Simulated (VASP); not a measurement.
# TaRu (P4/mmm) in VASP: single point with LDA

Aim: the single point of TaRu with LDA.

Program: VASP 6.6.1. These are calculated values, not measurements. Logs are shortened: lines on timing, memory, paths and dates and some standing lists are left out, and cuts for length are marked.

## Step 1: The cell of the first run

It takes space group P4/mmm (No. 123, tetragonal). The conventional cell has a = 3.053 Å, b = 3.053 Å, c = 3.389 Å, α = 90.00°, β = 90.00°, γ = 90.00°. Within 3.6 Å of Ta (site symmetry 4/mmm) lie 8 Ru at 2.74 Å and 6 Ta at 3.05 to 3.39 Å. Within 3.6 Å of Ru (site symmetry 4/mmm) lie 8 Ta at 2.74 Å and 6 Ru at 3.05 to 3.39 Å.

## Step 2: Single point, LDA

Input file INCAR:

```
SYSTEM = TaRu
PREC     = Accurate       ! precision mode
ENCUT    = 520            ! plane-wave cutoff, eV
EDIFF    = 1E-6           ! SCF threshold, eV
ISMEAR   = 1              ! smearing method
SIGMA    = 0.1            ! smearing width, eV
LREAL    = .FALSE.        ! projectors in reciprocal space
LASPH    = .TRUE.         ! aspherical terms in the spheres
NELM     = 60             ! most SCF steps
ALGO     = Normal         ! electronic algorithm
ISIF     = 2              ! what is computed and relaxed
LWAVE    = .FALSE.        ! write WAVECAR
LCHARG   = .TRUE.         ! write CHGCAR
LELF     = .TRUE.         ! ELF
LVHAR    = .TRUE.       
NBANDS   = 20             ! bands
```

Input file KPOINTS:

```
Automatic mesh
0
G
  8 8 7
  0 0 0
```

Input file POSCAR:

```
TaRu
1.0
    3.0530000000      0.0000000000      0.0000000000
    0.0000000000      3.0530000000      0.0000000000
    0.0000000000      0.0000000000      3.3890000000
Ta Ru
1 1
Direct
    0.5000000000      0.5000000000      0.5000000000
    0.0000000000      0.0000000000      0.0000000000
```

Potentials or basis: VASP PAW LDA potentials, release 64 (Ta_pv, Ru_pv).

The run is started by

```sh
cat potpaw_LDA.64/Ta_pv/POTCAR potpaw_LDA.64/Ru_pv/POTCAR > POTCAR
mpirun -np 1 vasp_std > vasp.out
```

OUTCAR:

```text
SYSTEM = TaRu
   PREC = Accurate
   ENCUT = 520
   EDIFF = 1E-6
   ISMEAR = 1
   LREAL = .FALSE.
   LASPH = .TRUE.
   NELM = 60
   ISIF = 2

 ion  position               nearest neighbor table
   1  0.500  0.500  0.500-   2 2.74   2 2.74   2 2.74   2 2.74   2 2.74   2 2.74   2 2.74   2 2.74

   2  0.000  0.000  0.000-   1 2.74   1 2.74   1 2.74   1 2.74   1 2.74   1 2.74   1 2.74   1 2.74

  LATTYP: Found a simple tetragonal cell.
 ALAT       =     3.0530000000
 C/A-ratio  =     1.1100556829

  Lattice vectors:

 A1 = (   3.0530000000,   0.0000000000,   0.0000000000)
 A2 = (   0.0000000000,   3.0530000000,   0.0000000000)
 A3 = (   0.0000000000,   0.0000000000,   3.3890000000)

Analysis of symmetry for initial positions (statically):
=====================================================================
 Subroutine PRICEL returns:
 Original cell was already a primitive cell.

 Routine SETGRP: Setting up the symmetry group for a
 simple tetragonal supercell.

 Subroutine GETGRP returns: Found 16 space group operations
 (whereof 16 operations were pure point group operations)
 out of a pool of 16 trial point group operations.

The static configuration has the point symmetry D_4h.

Analysis of symmetry for dynamics (positions and initial velocities):
=====================================================================
 Subroutine PRICEL returns:
 Original cell was already a primitive cell.

 Routine SETGRP: Setting up the symmetry group for a
 simple tetragonal supercell.

 Subroutine GETGRP returns: Found 16 space group operations
 (whereof 16 operations were pure point group operations)
 out of a pool of 16 trial point group operations.

The dynamic configuration has the point symmetry D_4h.

 Subroutine INISYM returns: Found 16 space group operations
 (whereof 16 operations are pure point group operations),
 and found     1 'primitive' translations

----------------------------------------------------------------------------------------

                                     Primitive cell

  volume of cell :      31.5882

  direct lattice vectors                    reciprocal lattice vectors
     3.053000000  0.000000000  0.000000000     0.327546675  0.000000000  0.000000000
     0.000000000  3.053000000  0.000000000     0.000000000  0.327546675  0.000000000
     0.000000000  0.000000000  3.389000000     0.000000000  0.000000000  0.295072293

  length of vectors
[... 74 lines left out ...]
   ISTART =      0    job   : 0-new  1-cont  2-samecut
   ICHARG =      2    charge: 1-file 2-atom 10-const
   ISPIN  =      1    spin polarized calculation?
   LNONCOLLINEAR =      F non collinear calculations
   LSORBIT =      F    spin-orbit coupling
   LASPH  =      T    aspherical Exc in radial PAW
   ENCUT  =  520.0 eV  38.22 Ry    6.18 a.u.   5.68  5.68  6.30*2*pi/ulx,y,z
   NELM   =     60;   NELMIN=  2; NELMDL= -5     # of ELM steps
   EDIFF  = 0.1E-05   stopping-criterion for ELM
   LREAL  =      F    real-space projection
   EDIFFG = 0.1E-04   stopping-criterion for IOM
   NSW    =      0    number of steps for IOM
   IBRION =     -1    ionic relax: 0-MD 1-quasi-New 2-CG
   NFREE  =      0    steps in history (QN), initial steepest desc. (CG)
   ISIF   =      2    stress and relaxation
   ISYM   =      2    0-nonsym 1-usesym 2-fastsym
   POTIM  = 0.5000    time-step for ionic-motion
   TEBEG  =    0.0;   TEEND  =   0.0 temperature during run
   PSTRESS=    0.0 pullay stress
   NELECT =      25.0000    total number of electrons
   NUPDOWN=      -1.0000    fix difference up-down
   EMIN   =  10.00;   EMAX   =-10.00  energy-range for DOS
   EFERMI =   0.00;   METHOD = LEGACY
   ISMEAR =     1;   SIGMA  =   0.10  broadening in eV -4-tet -1-fermi 0-gaus
   EFERMI_NEDOS =   21; number of points for ismear=-14 and -15
   IALGO  =     38    algorithm
   IMIX   =      4    mixing-type and parameters
     AMIX     =   0.40;   BMIX     =  1.00
     AMIX_MAG =   1.60;   BMIX_MAG =  1.00
  volume/ion in A,a.u.               =      15.79       106.58
  Fermi-wavevector in a.u.,A,eV,Ry     =   1.514304  2.861620 31.199751  2.293117
  Thomas-Fermi vector in A             =   2.623980
   LORBIT       =      0    0 simple, 1 ext, 2 COOP (PROOUT), +10 PAW based schemes
   GGA     = CA    functional components
   LHFCALC =     F    Hartree Fock is set to
   AEXX    =    0.0000 exact exchange contribution
   IVDW    =     0    specifies the selected vdW correction
   LEPSILON=     F    determine dielectric tensor
   LRPA    =     F    only Hartree local field effects (RPA)
 non-spin polarized calculation
 Methfessel and Paxton  Order N= 1 SIGMA  =   0.10
  energy-cutoff  :      520.00
  volume of cell :       31.59
 maximum number of plane-waves:       863
 NGX is ok and might be reduce to    24
   NGX = 11   NGY = 11   NGZ = 13

 number of electron      25.0000007 magnetization

 Free energy of the ion-electron system (eV)
  ---------------------------------------------------
  ext. energy  EPLUGINS =         0.00000000
  ---------------------------------------------------
  free energy    TOTEN  =       -24.04450901 eV

  energy without entropy =      -24.04662796  energy(sigma->0) =      -24.04521533

 E-fermi :   9.1932     XC(G=0): -13.4866

 val. band max:        9.1823504184   @ k =   0.0000   0.0000   0.1429
 cond. band min:       9.1994594300   @ k =   0.1250   0.1250   0.4286
 fundamental gap:      0.0171090116
 Fermi energy:         9.1931667812

 k-point     1 :       0.0000    0.0000    0.0000
  band No.  band energies     occupation
      1     -33.5013      2.00000
      2     -33.4902      2.00000
      3     -33.4902      2.00000
      4     -25.4455      2.00000
      5     -25.3211      2.00000
      6     -25.3211      2.00000
[... 541 lines left out ...]
     19      19.4217      0.00000
     20      21.4005      0.00000

 [... further k-points ...]
[... 5 lines left out ...]
  --------------------------------------------------------------------------------------
  -------------------------------------------------------------------------------------
  Total       -2.1320603     -2.1320603     -1.5318419      0.0000000      0.0000000      0.0000000
  in kB     -108.1396338   -108.1396338    -77.6961255      0.0000000      0.0000000      0.0000000
  external PRESSURE =     -97.9917977 kB  Pullay stress =       0.0000000 kB

 VOLUME and BASIS-vectors are now :
 -----------------------------------------------------------------------------
  energy-cutoff  :      520.00
  volume of cell :       31.59
      direct lattice vectors                 reciprocal lattice vectors
     3.053000000  0.000000000  0.000000000     0.327546675  0.000000000  0.000000000
     0.000000000  3.053000000  0.000000000     0.000000000  0.327546675  0.000000000
     0.000000000  0.000000000  3.389000000     0.000000000  0.000000000  0.295072293

 POSITION                                       TOTAL-FORCE (eV/Angst)
 -----------------------------------------------------------------------------------
      1.52650      1.52650      1.69450         0.000000      0.000000      0.000000
      0.00000      0.00000      0.00000         0.000000      0.000000      0.000000
 -----------------------------------------------------------------------------------
    total drift:                                0.000000      0.000000     -0.000000

  FREE ENERGIE OF THE ION-ELECTRON SYSTEM (eV)
  ---------------------------------------------------
  free  energy   TOTEN  =       -24.0445090112 eV

  energy  without entropy=      -24.0466279610  energy(sigma->0) =      -24.04521533
```

stdout:

```text
POSCAR found type information on POSCAR TaRu
 POSCAR found :  2 types and       2 ions
 scaLAPACK will be used
 LDA part: xc-table for (Slater(with rela. corr.)+CA(PZ))
 , standard interpolation
 POSCAR, INCAR and KPOINTS ok, starting setup
 FFT: planning ... GRIDC
 FFT: planning ... GRID_SOFT
 FFT: planning ... GRID
 WAVECAR not read
 entering main loop
```

It took 18 s on 1 thread of Intel Xeon Platinum 8375C at 2.90GHz (Ice Lake), shared host; peak memory 0.16 GiB.

What came out:

| Item | Value |
| --- | --- |
| Free energy | -24.0445 eV |
| Pressure | -9.8 GPa |

Caveat: spin-orbit coupling is left out, which moves the levels of the heavy elements.
